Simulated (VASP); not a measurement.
NaI: dielectric tensor with PBE

Crystal: NaI.

```
Na I
1.0
     0.00000    3.54319    3.54319
     3.54319    0.00000    3.54319
     3.54319    3.54319    0.00000
Na I
1 1
Direct
  0.00000 0.00000 0.00000
  0.25000 0.25000 0.25000
```

```json
{
  "Program": "VASP 6.6.1",
  "Task": "dielectric tensor",
  "Functional": "PBE",
  "Potentials or basis": "VASP PAW PBE potentials, release 64 (Na_pv, I)",
  "Cutoff": "520 eV",
  "k mesh": "6 × 6 × 6",
  "Occupations": "gaussian, width 0.01 eV",
  "Spin": "no spin polarisation",
  "Dipole correction": "no",
  "Further INCAR settings": "ALGO = Normal; EDIFF = 1e-08"
}
```

| Property | Result |
| --- | --- |
| Band gap on the k mesh | 3.82 eV, direct |
| Electronic dielectric tensor (diagonal) | 2.62 |
| Born charges (mean of the diagonal) | Na +1.04; I -1.04 e |

Levels at points of the mesh, in eV from the valence-band top:
```tsv
k point	band 5	band 6	band 7	band 8	band 9	band 10
(0.00, 0.00, 0.00)	0.00	0.00	0.00	3.82	7.90	7.90
(0.50, 0.00, 0.00)	-1.22	-0.13	-0.13	5.41	7.67	7.67
(0.50, 0.50, 0.00)	-1.13	-0.40	-0.40	5.19	6.19	9.03
```

Electronic dielectric tensor:
```
2.62 0.00 0.00
0.00 2.62 0.00
0.00 0.00 2.62
```

Born effective charge tensors (e):
atom 1, Na
```
1.04 0.00 0.00
0.00 1.04 0.00
0.00 0.00 1.04
```
atom 2, I
```
-1.04  0.00  0.00
 0.00 -1.04  0.00
 0.00  0.00 -1.04
```

It took 8.6 min on 1 thread of Oxide Virtual Turin-like Processor (shared host), peak memory 0.31 GiB.

Caveat: spin-orbit coupling is left out, which moves the levels of the heavy elements. PBE gaps usually lie below the measured ones, often by a third to a half.
